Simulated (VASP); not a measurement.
# BN (BN (P6_3/mmc)) (Cmcm) in VASP: notebook, part 2 of 2

VASP 6.6.1. The steps go on from the part before.

**3. Single point, r2SCAN**

POSCAR reads:

```
BN
1.0
    2.4883437600      0.0000000000      0.0000000000
   -1.2441718800      2.1549689100      0.0000000000
    0.0000000000      0.0000000000      6.4954828800
B N
2 2
Direct
    0.3335905361      0.6664094639      0.2500000000
    0.6664094639      0.3335905361      0.7500000000
    0.3342207791      0.6657792209      0.7500000000
    0.6657792209      0.3342207791      0.2500000000
```

INCAR.step1 reads:

```
SYSTEM = BN
PREC = Accurate
ENCUT = 660
ISMEAR = -1
SIGMA = 0.01
LREAL = .FALSE.
LASPH = .TRUE.
NELM = 120
ISYM = 0
NBANDS = 16
GGA = PE
ALGO = Normal
EDIFF = 1E-5
LWAVE = .TRUE.
LCHARG = .FALSE.
GGA_COMPAT = .FALSE.
```

INCAR.step2 reads:

```
SYSTEM = BN
PREC = Accurate
ENCUT = 660
EDIFF = 1E-6
ISMEAR = -1
SIGMA = 0.01
LREAL = .FALSE.
LASPH = .TRUE.
NELM = 120
ALGO = Normal
ISIF = 2
LWAVE = .FALSE.
LCHARG = .FALSE.
METAGGA = R2SCAN
LMIXTAU = .TRUE.
ISYM = 0
NBANDS = 16
ISTART = 1
GGA_COMPAT = .FALSE.
```

KPOINTS reads:

```
Automatic mesh
0
Gamma
  3 3 1
  0.25 0.25 0.25
```

Potentials or basis: VASP PAW PBE potentials, release 64 (B, N).

On the command line:

```bash
$ cat potpaw_PBE.64/B/POTCAR potpaw_PBE.64/N/POTCAR > POTCAR
$ cp INCAR.step1 INCAR
$ mpirun -np 1 vasp_std > vasp.out
$ cp INCAR.step2 INCAR
$ mpirun -np 1 vasp_std > vasp.out
```

OUTCAR:

```text
SYSTEM = BN
   PREC = Accurate
   ENCUT = 660
   EDIFF = 1E-6
   ISMEAR = -1
   LREAL = .FALSE.
   LASPH = .TRUE.
   NELM = 120
   ISIF = 2
   METAGGA = R2SCAN
   ISYM = 0
   ISTART = 1

 ion  position               nearest neighbor table
   1  0.334  0.666  0.250-   4 1.43   4 1.44   4 1.44
   2  0.666  0.334  0.750-   3 1.43   3 1.44   3 1.44
   3  0.334  0.666  0.750-   2 1.43   2 1.44   2 1.44
   4  0.666  0.334  0.250-   1 1.43   1 1.44   1 1.44

IMPORTANT INFORMATION: All symmetrisations will be switched off!
NOSYMM: (Re-)initialisation of all symmetry stuff for point group C_1.

----------------------------------------------------------------------------------------

                                     Primitive cell

  volume of cell :      34.8308

  direct lattice vectors                    reciprocal lattice vectors
     2.488343760  0.000000000  0.000000000     0.401873735  0.232021909  0.000000000
    -1.244171880  2.154968910  0.000000000     0.000000000  0.464043818  0.000000000
     0.000000000  0.000000000  6.495482880     0.000000000  0.000000000  0.153953142

  length of vectors
     2.488343760  2.488343760  6.495482880     0.464043818  0.464043818  0.153953142

  position of ions in fractional coordinates (direct lattice)
     0.333590536  0.666409464  0.250000000
     0.666409464  0.333590536  0.750000000
     0.334220779  0.665779221  0.750000000
     0.665779221  0.334220779  0.250000000

  ion indices of the primitive-cell ions
   primitive index   ion index
                 1           1
                 2           2
                 3           3
                 4           4

----------------------------------------------------------------------------------------

 KPOINTS: Automatic mesh

Automatic generation of k-mesh.
[... 84 lines left out ...]
   IMIX   =      4    mixing-type and parameters
     AMIX     =   0.40;   BMIX     =  1.00
     AMIX_MAG =   1.60;   BMIX_MAG =  1.00
  volume/ion in A,a.u.               =       8.71        58.76
  Fermi-wavevector in a.u.,A,eV,Ry     =   1.263166  2.387038 21.709310  1.595589
  Thomas-Fermi vector in A             =   2.396537
   LORBIT       =      0    0 simple, 1 ext, 2 COOP (PROOUT), +10 PAW based schemes
   METAGGA = R2SCAN    functional components
   LHFCALC =     F    Hartree Fock is set to
   AEXX    =    0.0000 exact exchange contribution
   IVDW    =     0    specifies the selected vdW correction
   LEPSILON=     F    determine dielectric tensor
   LRPA    =     F    only Hartree local field effects (RPA)
 non-spin polarized calculation
  energy-cutoff  :      660.00
  volume of cell :       34.83
 maximum number of plane-waves:      1348
 NGX is ok and might be reduce to    24
   NGX = 11   NGY = 11   NGZ = 27

 number of electron      15.9999997 magnetization

 Free energy of the ion-electron system (eV)
  ---------------------------------------------------
  ext. energy  EPLUGINS =         0.00000000
  ---------------------------------------------------
  free energy    TOTEN  =       -38.64010685 eV

  energy without entropy =      -38.64010685  energy(sigma->0) =      -38.64010685

 E-fermi :   2.3467     XC(G=0): -10.9316

 val. band max:        2.0270844250   @ k =  -0.4167  -0.4167   0.2500
 cond. band min:       7.4755029647   @ k =  -0.4167  -0.4167   0.2500
 fundamental gap:      5.4484185396
 Fermi energy:         2.3466636181

 k-point     1 :       0.0833    0.0833    0.2500
  band No.  band energies     occupation
      1     -16.1927      2.00000
      2     -15.9627      2.00000
      3      -3.4247      2.00000
      4      -1.7951      2.00000
      5      -0.5757      2.00000
      6      -0.5475      2.00000
[... 433 lines left out ...]
      3      -2.6936      2.00000
      4      -2.2260      2.00000
      5      -2.2040      2.00000
      6      -1.0756      2.00000
[... 8 lines left out ...]
     15      17.9423      0.00000
     16      18.2689      0.00000

 [... further k-points ...]

------------------------ aborting loop because EDIFF is reached ----------------------------------------

  FORCE on cell =-STRESS in cart. coord.  units (eV):
  Direction    XX          YY          ZZ          XY          YZ          ZX
  --------------------------------------------------------------------------------------
  -------------------------------------------------------------------------------------
  Total        1.5762445      1.4400745      0.3255602     -0.1179266     -0.0000000      0.0000000
  in kB       72.5055626     66.2418876     14.9754218     -5.4244996     -0.0000002      0.0000000
  external PRESSURE =      51.2409574 kB  Pullay stress =       0.0000000 kB

 VOLUME and BASIS-vectors are now :
 -----------------------------------------------------------------------------
  energy-cutoff  :      660.00
  volume of cell :       34.83
      direct lattice vectors                 reciprocal lattice vectors
     2.488343760  0.000000000  0.000000000     0.401873735  0.232021909  0.000000000
    -1.244171880  2.154968910  0.000000000     0.000000000  0.464043818  0.000000000
     0.000000000  0.000000000  6.495482880     0.000000000  0.000000000  0.153953142

 POSITION                                       TOTAL-FORCE (eV/Angst)
 -----------------------------------------------------------------------------------
      0.00096      1.43609      1.62387        -0.186926      0.107922      0.000000
      1.24321      0.71888      4.87161         0.186926     -0.107922      0.000000
      0.00331      1.43473      4.87161        -0.187299      0.108137      0.000000
      1.24086      0.72024      1.62387         0.187299     -0.108137     -0.000000
 -----------------------------------------------------------------------------------
    total drift:                                0.000000      0.000000     -0.000000

  FREE ENERGIE OF THE ION-ELECTRON SYSTEM (eV)
  ---------------------------------------------------
  free  energy   TOTEN  =       -38.6401068483 eV

  energy  without entropy=      -38.6401068483  energy(sigma->0) =      -38.64010685
```

It took 62 s on 1 thread of Intel Xeon 6975P-C (Granite Rapids), shared host; peak memory 0.18 GiB.

What came out:

| Quantity | Value |
| --- | --- |
| Free energy | -38.6401 eV |
| Pressure | 5.1 GPa |
| Largest force | 0.216 eV/Å |
| Band gap on the k mesh | 5.45 eV, direct |

Forces in eV/Å, atoms in the order of the input:
```
B   -0.187  0.108  0.000
B    0.187 -0.108  0.000
N   -0.187  0.108  0.000
N    0.187 -0.108  0.000
```

Stress tensor (GPa, compression positive):
```
 7.25 -0.54  0.00
-0.54  6.62  0.00
 0.00  0.00  1.50
```

Levels at points of the mesh, in eV from the valence-band top:
| k point | band 4 | band 5 | band 6 | band 7 | band 8 | band 9 | band 10 | band 11 | band 12 | band 13 |
| --- | --- | --- | --- | --- | --- | --- | --- | --- | --- | --- |
| (0.08, 0.08, 0.25) | -3.82 | -2.60 | -2.57 | -1.95 | -1.92 | 7.51 | 10.72 | 12.60 | 12.76 | 13.29 |

Caveat: the k points lie up to 0.97 Å⁻¹ apart; the PAW data sets were made with another functional, which shifts forces and pressure a little.
